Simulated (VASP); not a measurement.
# Ta (Fm-3m) in VASP: single point with r2SCAN

Aim: the single point of Ta with r2SCAN.

Program: VASP 6.6.1. These are calculated values, not measurements. Logs are shortened: lines on timing, memory, paths and dates and some standing lists are left out, and cuts for length are marked.

## Step 1: The cell of the first run

It takes space group Fm-3m (No. 225, cubic). The conventional cell has a = 4.172 Å, b = 4.172 Å, c = 4.172 Å, α = 90.00°, β = 90.00°, γ = 90.00°. Ta (site symmetry m-3m) has 12 Ta at 2.95 Å within 3.9 Å.

## Step 2: Single point, r2SCAN

POSCAR reads:

```
Ta
1.0
    0.0000000000      2.0859058039      2.0859058039
    2.0859058039      0.0000000000      2.0859058039
    2.0859058039      2.0859058039      0.0000000000
Ta
1
Direct
    0.0000000000      0.0000000000      0.0000000000
```

INCAR.step1 reads:

```
SYSTEM = Ta
PREC = Accurate
ENCUT = 550
ISMEAR = 0
SIGMA = 0.1
LREAL = .FALSE.
LASPH = .TRUE.
NELM = 120
NBANDS = 12
GGA = PE
ALGO = Normal
EDIFF = 1E-5
LWAVE = .TRUE.
LCHARG = .FALSE.
GGA_COMPAT = .FALSE.
```

INCAR.step2 reads:

```
SYSTEM = Ta
PREC = Accurate
ENCUT = 550
EDIFF = 1E-6
ISMEAR = 0
SIGMA = 0.1
LREAL = .FALSE.
LASPH = .TRUE.
NELM = 120
ALGO = Normal
ISIF = 2
LWAVE = .FALSE.
LCHARG = .FALSE.
METAGGA = R2SCAN
LMIXTAU = .TRUE.
NBANDS = 12
ISTART = 1
GGA_COMPAT = .FALSE.
```

KPOINTS reads:

```
regular mesh
0
G
  8 8 8
  0 0 0
```

Potentials or basis: VASP PAW PBE potentials, release 64 (Ta_pv).

Launch:

```console
$ cat potpaw_PBE.64/Ta_pv/POTCAR > POTCAR
$ cp INCAR.step1 INCAR
$ mpirun -np 1 vasp_std > vasp.out
$ cp INCAR.step2 INCAR
$ mpirun -np 1 vasp_std > vasp.out
```

OUTCAR:

```text
SYSTEM = Ta
   PREC = Accurate
   ENCUT = 550
   EDIFF = 1E-6
   ISMEAR = 0
   LREAL = .FALSE.
   LASPH = .TRUE.
   NELM = 120
   ISIF = 2
   METAGGA = R2SCAN
   ISTART = 1

 ion  position               nearest neighbor table
   1  0.000  0.000  0.000-

  LATTYP: Found a face centered cubic cell.
 ALAT       =     4.1718116078

  Lattice vectors:

 A1 = (   0.0000000000,   2.0859058039,   2.0859058039)
 A2 = (   2.0859058039,   0.0000000000,   2.0859058039)
 A3 = (   2.0859058039,   2.0859058039,   0.0000000000)

Analysis of symmetry for initial positions (statically):
=====================================================================
 Subroutine PRICEL returns:
 Original cell was already a primitive cell.

 Routine SETGRP: Setting up the symmetry group for a
 face centered cubic supercell.

 Subroutine GETGRP returns: Found 48 space group operations
 (whereof 48 operations were pure point group operations)
 out of a pool of 48 trial point group operations.

The static configuration has the point symmetry O_h .

Analysis of symmetry for dynamics (positions and initial velocities):
=====================================================================
 Subroutine PRICEL returns:
 Original cell was already a primitive cell.

 Routine SETGRP: Setting up the symmetry group for a
 face centered cubic supercell.

 Subroutine GETGRP returns: Found 48 space group operations
 (whereof 48 operations were pure point group operations)
 out of a pool of 48 trial point group operations.

The dynamic configuration has the point symmetry O_h .

 Subroutine INISYM returns: Found 48 space group operations
 (whereof 48 operations are pure point group operations),
 and found     1 'primitive' translations

----------------------------------------------------------------------------------------

                                     Primitive cell

  volume of cell :      18.1516

  direct lattice vectors                    reciprocal lattice vectors
     0.000000000  2.085905804  2.085905804    -0.239704017  0.239704017  0.239704017
     2.085905804  0.000000000  2.085905804     0.239704017 -0.239704017  0.239704017
     2.085905804  2.085905804  0.000000000     0.239704017  0.239704017 -0.239704017

  length of vectors
     2.949916278  2.949916278  2.949916278     0.415179536  0.415179536  0.415179536

  position of ions in fractional coordinates (direct lattice)
     0.000000000  0.000000000  0.000000000

  ion indices of the primitive-cell ions
   primitive index   ion index
                 1           1

----------------------------------------------------------------------------------------

 KPOINTS: regular mesh

Automatic generation of k-mesh.
 Grid dimensions read from file:
 generate k-points for:    8    8    8

 Generating k-lattice:

  Cartesian coordinates                     Fractional coordinates (reciprocal lattice)
    -0.029963002  0.029963002  0.029963002     0.125000000  0.000000000  0.000000000
     0.029963002 -0.029963002  0.029963002     0.000000000  0.125000000  0.000000000
     0.029963002  0.029963002 -0.029963002     0.000000000  0.000000000  0.125000000

  Length of vectors
     0.051897442  0.051897442  0.051897442

  Shift w.r.t. Gamma in fractional coordinates (k-lattice)
     0.000000000  0.000000000  0.000000000

 Subroutine IBZKPT returns following result:
 ===========================================

 Found     29 irreducible k-points:

 Following reciprocal coordinates:
            Coordinates               Weight
  0.000000  0.000000  0.000000      1.000000
  0.125000  0.000000  0.000000      8.000000
  0.250000  0.000000  0.000000      8.000000
  0.375000  0.000000  0.000000      8.000000
  0.500000  0.000000  0.000000      4.000000
  0.125000  0.125000  0.000000      6.000000
[... 16 lines left out ...]
  0.500000  0.250000  0.125000     48.000000
 -0.375000  0.250000  0.125000     24.000000
 [... further k-points ...]
   k-points           NKPTS =     29   k-points in BZ     NKDIM =     29   number of bands    NBANDS=     12
   number of dos      NEDOS =    301   number of ions     NIONS =      1
   total plane-waves  NPLWV =  13824
   dimension x,y,z NGX =    24 NGY =   24 NGZ =   24
   dimension x,y,z NGXF=    48 NGYF=   48 NGZF=   48
   ions per type =               1
   NGX,Y,Z   is equivalent  to a cutoff of  13.53, 13.53, 13.53 a.u.
   NGXF,Y,Z  is equivalent  to a cutoff of  27.05, 27.05, 27.05 a.u.
 SYSTEM =  Ta
   PREC   = accura    normal or accurate (medium, high low for compatibility)
   ISTART =      1    job   : 0-new  1-cont  2-samecut
   ICHARG =      0    charge: 1-file 2-atom 10-const
   ISPIN  =      1    spin polarized calculation?
   LNONCOLLINEAR =      F non collinear calculations
   LSORBIT =      F    spin-orbit coupling
   LASPH  =      T    aspherical Exc in radial PAW
   ENCUT  =  550.0 eV  40.42 Ry    6.36 a.u.   5.64  5.64  5.64*2*pi/ulx,y,z
   NELM   =    120;   NELMIN=  2; NELMDL=  0     # of ELM steps
   EDIFF  = 0.1E-05   stopping-criterion for ELM
   LREAL  =      F    real-space projection
   EDIFFG = 0.1E-04   stopping-criterion for IOM
   NSW    =      0    number of steps for IOM
   IBRION =     -1    ionic relax: 0-MD 1-quasi-New 2-CG
   NFREE  =      0    steps in history (QN), initial steepest desc. (CG)
   ISIF   =      2    stress and relaxation
   ISYM   =      2    0-nonsym 1-usesym 2-fastsym
   POTIM  = 0.5000    time-step for ionic-motion
   TEBEG  =    0.0;   TEEND  =   0.0 temperature during run
   PSTRESS=    0.0 pullay stress
   NELECT =      11.0000    total number of electrons
   NUPDOWN=      -1.0000    fix difference up-down
   EMIN   =  10.00;   EMAX   =-10.00  energy-range for DOS
   EFERMI =   0.00;   METHOD = LEGACY
   ISMEAR =     0;   SIGMA  =   0.10  broadening in eV -4-tet -1-fermi 0-gaus
   EFERMI_NEDOS =   21; number of points for ismear=-14 and -15
   IALGO  =     38    algorithm
   IMIX   =      4    mixing-type and parameters
     AMIX     =   0.40;   BMIX     =  1.00
     AMIX_MAG =   1.60;   BMIX_MAG =  1.00
  volume/ion in A,a.u.               =      18.15       122.49
  Fermi-wavevector in a.u.,A,eV,Ry     =   1.385376  2.617981 26.113213  1.919267
  Thomas-Fermi vector in A             =   2.509792
   LORBIT       =      0    0 simple, 1 ext, 2 COOP (PROOUT), +10 PAW based schemes
   METAGGA = R2SCAN    functional components
   LHFCALC =     F    Hartree Fock is set to
   AEXX    =    0.0000 exact exchange contribution
   IVDW    =     0    specifies the selected vdW correction
   LEPSILON=     F    determine dielectric tensor
   LRPA    =     F    only Hartree local field effects (RPA)
 non-spin polarized calculation
 Gauss-broadening in eV      SIGMA  =   0.10
  energy-cutoff  :      550.00
  volume of cell :       18.15
 maximum number of plane-waves:       544
   NGX = 11   NGY = 11   NGZ = 11

 number of electron      11.0000001 magnetization

 Free energy of the ion-electron system (eV)
  ---------------------------------------------------
  ext. energy  EPLUGINS =         0.00000000
  ---------------------------------------------------
  free energy    TOTEN  =       -48.32168886 eV

  energy without entropy =      -48.31246375  energy(sigma->0) =      -48.31707630

 E-fermi :   5.6902     XC(G=0): -13.7220

 val. band max:        5.6877381314   @ k =  -0.3750   0.1250   0.0000
 cond. band min:       5.7049268436   @ k =   0.3750   0.2500   0.1250
 fundamental gap:      0.0171887122
 Fermi energy:         5.6901887985

 k-point     1 :       0.0000    0.0000    0.0000
  band No.  band energies     occupation
      1     -29.0232      2.00000
      2     -29.0232      2.00000
      3     -29.0232      2.00000
      4      -3.0315      2.00000
      5       6.1716      0.00000
      6       6.1716      0.00000
      7       6.1716      0.00000
      8       9.5716      0.00000
      9       9.5716      0.00000
     10      17.2149      0.00000
     11      18.8010      0.00000
     12      24.2521      0.00000

 k-point     2 :       0.1250    0.0000    0.0000
  band No.  band energies     occupation
      1     -29.2108      2.00000
      2     -29.0465      2.00000
      3     -29.0465      2.00000
      4      -2.3708      2.00000
      5       5.6285      1.61675
      6       6.4563      0.00000
      7       6.4563      0.00000
      8       9.3152      0.00000
      9       9.3152      0.00000
     10      17.2147      0.00000
     11      20.0789      0.00000
     12      21.9507      0.00000

 k-point     3 :       0.2500    0.0000    0.0000
  band No.  band energies     occupation
      1     -29.6444      2.00000
      2     -29.1023      2.00000
      3     -29.1023      2.00000
      4      -0.7791      2.00000
      5       4.8792      2.00000
      6       6.6428      0.00000
      7       6.6428      0.00000
      8       9.5644      0.00000
      9       9.5644      0.00000
     10      17.2132      0.00000
     11      18.9749      0.00000
     12      22.9489      0.00000
[... 286 lines left out ...]
 k-point    23 :       0.5000    0.2500    0.1250
  band No.  band energies     occupation
      1     -29.9626      2.00000
      2     -29.4571      2.00000
      3     -29.2437      2.00000
      4       1.9536      2.00000
      5       4.0209      2.00000
      6       4.8325      2.00000
      7       7.7899      0.00000
      8      10.3056      0.00000
      9      13.2547      0.00000
     10      17.2004      0.00000
     11      17.9304      0.00000
     12      22.2084      0.00000

 k-point    24 :      -0.3750    0.2500    0.1250
  band No.  band energies     occupation
      1     -30.0546      2.00000
      2     -29.4989      2.00000
      3     -29.2802      2.00000
      4       2.2981      2.00000
      5       3.8777      2.00000
      6       5.3792      1.99999
      7       7.4758      0.00000
      8      11.3822      0.00000
      9      14.2441      0.00000
     10      15.6108      0.00000
     11      17.2235      0.00000
     12      21.7141      0.00000

 [... further k-points ...]
[... 5 lines left out ...]
  --------------------------------------------------------------------------------------
  -------------------------------------------------------------------------------------
  Total        0.8569029      0.8569029      0.8569029      0.0000000      0.0000000     -0.0000000
  in kB       75.6359254     75.6359254     75.6359254      0.0000000      0.0000000     -0.0000000
  external PRESSURE =      75.6359254 kB  Pullay stress =       0.0000000 kB

 VOLUME and BASIS-vectors are now :
 -----------------------------------------------------------------------------
  energy-cutoff  :      550.00
  volume of cell :       18.15
      direct lattice vectors                 reciprocal lattice vectors
     0.000000000  2.085905804  2.085905804    -0.239704017  0.239704017  0.239704017
     2.085905804  0.000000000  2.085905804     0.239704017 -0.239704017  0.239704017
     2.085905804  2.085905804  0.000000000     0.239704017  0.239704017 -0.239704017

 POSITION                                       TOTAL-FORCE (eV/Angst)
 -----------------------------------------------------------------------------------
      0.00000      0.00000      0.00000         0.000000      0.000000     -0.000000
 -----------------------------------------------------------------------------------
    total drift:                               -0.000000      0.000000      0.000000

  FREE ENERGIE OF THE ION-ELECTRON SYSTEM (eV)
  ---------------------------------------------------
  free  energy   TOTEN  =       -48.3216888617 eV

  energy  without entropy=      -48.3124637481  energy(sigma->0) =      -48.31707630
```

Run time: 18 s. Hardware: 1 thread of Intel Xeon Platinum 8375C at 2.90GHz (Ice Lake), shared host; peak memory 0.14 GiB.

What came out:

```
Free energy : -48.3217 eV
Pressure    : 7.6 GPa
```

Levels at points of the mesh, in eV from the Fermi level:
```
           k point  band 2  band 3  band 4  band 5  band 6  band 7  band 8  band 9
(0.00, 0.00, 0.00)  -34.71  -34.71   -8.72    0.48    0.48    0.48    3.88    3.88
(0.50, 0.00, 0.00)  -34.87  -34.87   -4.99    0.30    0.30    0.60    6.29    6.29
(0.50, 0.50, 0.00)  -35.14  -35.14   -4.77   -3.71    3.05    6.37    6.97    6.97
```

Caveat: the PAW data sets were made with another functional, which shifts forces and pressure a little; spin-orbit coupling is left out, which moves the levels of the heavy elements.
